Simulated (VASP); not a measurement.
Crystal: ZrIn.

```xyz
2
Lattice="3.1406 0.0000 0.0000 0.0000 3.1406 0.0000 0.0000 0.0000 4.4541" Properties=species:S:1:pos:R:3 pbc="T T T"
Zr    0.0000    0.0000    0.0000
In    1.5703    1.5703    2.2271
```

```yaml
Program: VASP 6.6.1
Task: relaxation of cell and atoms
Functional: LDA
Potentials_or_basis: VASP PAW LDA potentials, release 64 (Zr_sv, In_d)
Cutoff: 600 eV
k_mesh: 8 × 8 × 6
Occupations: gaussian, width 0.1 eV
Spin: no spin polarisation
```

At the start: pressure -5.9 GPa; volume 21.97 Å³/atom.

**Question.** Where does the relaxation end?

**Answer.** Over 6 steps the energy falls by 26.0 meV/atom and the volume is 20.67 Å³/atom (-5.9 %); space group P4/mmm (No. 123, to 0.1 Å) before and after.

The path:
| step | energy change (eV) | largest force (eV/Å) | pressure (GPa) | volume (Å³) |
| --- | --- | --- | --- | --- |
| 1 | 0.0000 | 0.0000 | -5.89 | 43.93 |
| 2 | 0.0016 | 0.0000 | 7.56 | 38.99 |
| 3 | -0.0509 | 0.0000 | -0.02 | 41.37 |
| 4 | -0.0509 | 0.0000 | 0.10 | 41.32 |
| 5 | -0.0515 | 0.0000 | 0.10 | 41.33 |
| 6 | -0.0520 | 0.0000 | 0.08 | 41.34 |

Final structure:
```xyz
2
Lattice="3.0965 0.0000 0.0000 0.0000 3.0965 0.0000 0.0000 0.0000 4.3117" Properties=species:S:1:pos:R:3 pbc="T T T"
Zr    3.0965    0.0000    0.0000
In    1.5482    1.5482    2.1558
```
